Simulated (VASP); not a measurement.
The system is TaCl3F.

```
Ta Cl F
1.0
     4.47233    0.00000    0.00000
     0.00000    4.47233    0.00000
     0.00000    0.00000    5.78663
Ta Cl F
1 3 1
Direct
  0.50000 0.50000 0.99162
  0.00000 0.00000 0.22689
  0.00000 0.50000 0.69272
  0.50000 0.00000 0.69272
  0.00000 0.00000 0.56762
```

The cell was generated, and may not be a known phase.

* Program: VASP 6.6.1
* Task: relaxation of cell and atoms
* Functional: PBE
* Potentials or basis: VASP PAW PBE potentials, release 64 (Ta_sv_GW, Cl, F)
* Cutoff: 700 eV
* k mesh: 3 × 3 × 2
* Occupations: gaussian, width 0.15 eV
* Spin: no spin polarisation

At the start: pressure -3.6 GPa; volume 23.15 Å³/atom.

Question: Where does the relaxation end?

Answer: Over 28 steps the energy falls by 1002.8 meV/atom and the volume is 23.54 Å³/atom (+1.7 %); space group P4mm (No. 99, to 0.1 Å) before and after.

The path:
```csv
step,energy change (eV),largest force (eV/Å),pressure (GPa),volume (Å³)
1,0.0000,5.2728,-3.55,115.74
2,-2.7833,2.1800,0.39,107.35
3,-3.2170,1.6816,5.61,103.67
4,-3.2246,1.6009,6.59,103.11
5,-4.0020,1.0002,1.73,114.65
6,-4.1888,1.0198,0.22,122.58
7,-4.1559,1.1298,-0.73,138.92
8,-4.2148,0.9710,-0.47,131.95
9,-4.4565,1.6728,-0.25,130.46
10,-4.7797,1.4924,-1.63,124.73
11,-4.8453,0.6141,-1.18,127.68
12,-4.8785,0.6259,-1.35,126.76
13,-4.8796,0.6731,3.24,118.01
14,-4.9277,0.5871,0.76,122.23
15,-4.9814,0.2384,0.06,122.88
16,-4.9880,0.1568,-0.22,123.20
17,-4.9890,0.5086,0.59,122.06
18,-4.9925,0.1920,0.20,122.60
19,-4.9973,0.1424,-0.37,122.76
20,-4.9973,0.1439,-0.42,122.78
21,-5.0031,0.1419,-0.17,121.45
22,-5.0081,0.1366,-0.03,119.66
23,-5.0066,0.1428,0.55,116.11
24,-5.0094,0.1312,0.21,118.19
25,-5.0129,0.1607,-0.22,118.07
26,-5.0129,0.1487,-0.18,118.08
27,-5.0111,0.2891,0.49,117.12
28,-5.0140,0.0404,0.07,117.71
```

Final structure:
```cif
data_structure
_symmetry_space_group_name_H-M 'P 1'
_symmetry_Int_Tables_number 1
_cell_length_a 4.0150
_cell_length_b 4.0150
_cell_length_c 7.3020
_cell_angle_alpha 90.000
_cell_angle_beta 90.000
_cell_angle_gamma 90.000
_cell_volume 117.71
loop_
_atom_site_label
_atom_site_type_symbol
_atom_site_fract_x
_atom_site_fract_y
_atom_site_fract_z
_atom_site_occupancy
Ta1 Ta 0.50000 0.50000 0.94696 1
Cl1 Cl 0.00000 0.00000 0.14131 1
Cl2 Cl 0.00000 0.50000 0.77334 1
Cl3 Cl 0.50000 0.00000 0.77334 1
F1 F 0.00000 0.00000 0.53664 1
```

Caveat: the k points lie up to 0.52 Å⁻¹ apart in the final cell, too coarse for converged energies and pressures of a metal; a cell axis changed by over 15 % at a fixed basis, so the end point is rough; this functional lacks dispersion, which binds layers or chains, so the pressure and a relaxed spacing across them are unreliable; an odd number of electrons without spin polarisation forces a metal; a magnetic or distorted state may lie lower; the relaxation stopped at a loose force limit of 0.08 eV/Å, so its end isn't a converged minimum.
